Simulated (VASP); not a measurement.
Write the native input for VASP 6.6.1 that does the following.

| Property | Result |
| --- | --- |
| Task | single point |
| Functional | PBE |
| Potentials or basis | VASP PAW PBE potentials, release 64 (Ba_sv, Ti_sv, O_h) |
| Cutoff | 1340 eV |
| k mesh | 6 × 6 × 6 |
| Occupations | gaussian, width 0.01 eV |
| Spin | no spin polarisation |
| Dipole correction | no |
| Further INCAR settings | ALGO = Normal; EDIFF = 1e-06; NBANDS = 28 |

The structure of BaTiO3 lies in POSCAR:

```
BaTiO3
1.0
    4.1037456279      0.0000000000      0.0000000000
    0.0000000000      4.1037456279      0.0000000000
    0.0000000000      0.0000000000      4.1037456279
Ba Ti O
1 1 3
Direct
    0.5000000000      0.5000000000      0.5000000000
    0.0000000000      0.0000000000      0.0000000000
    0.5000000000      0.0000000000      0.0000000000
    0.0000000000      0.5000000000      0.0000000000
    0.0000000000      0.0000000000      0.5000000000
```

The input as run:

INCAR

```
ALGO = Normal
EDIFF = 1E-6
ENCUT = 1340
GGA = PE
GGA_COMPAT = F
ISIF = 2
ISMEAR = 0
LASPH = T
LCHARG = T
LELF = T
LREAL = F
LVHAR = T
LWAVE = F
NBANDS = 28
NELM = 120
PREC = Accurate
SIGMA = 0.01
```

KPOINTS

```
k-points
0
Gamma
  6 6 6
```

Potentials or basis: VASP PAW PBE potentials, release 64 (Ba_sv, Ti_sv, O_h).

Run with:

```console
$ cat potpaw_PBE.64/Ba_sv/POTCAR potpaw_PBE.64/Ti_sv/POTCAR potpaw_PBE.64/O_h/POTCAR > POTCAR
$ mpirun -np 1 vasp_std > vasp.out
```

It gave:

```json
{
  "Pressure": "-7.6 GPa",
  "Band gap on the k mesh": "1.60 eV (least direct gap 1.80 eV)"
}
```

Caveat: the cell stands under tension; spin-orbit coupling is left out, which moves the levels of the heavy elements.

Wall time 4.1 min on 1 thread of Intel(R) Xeon(R) Platinum 8259CL CPU @ 2.50GHz (Skylake/Cascade Lake) (shared host), peak memory 0.45 GiB.
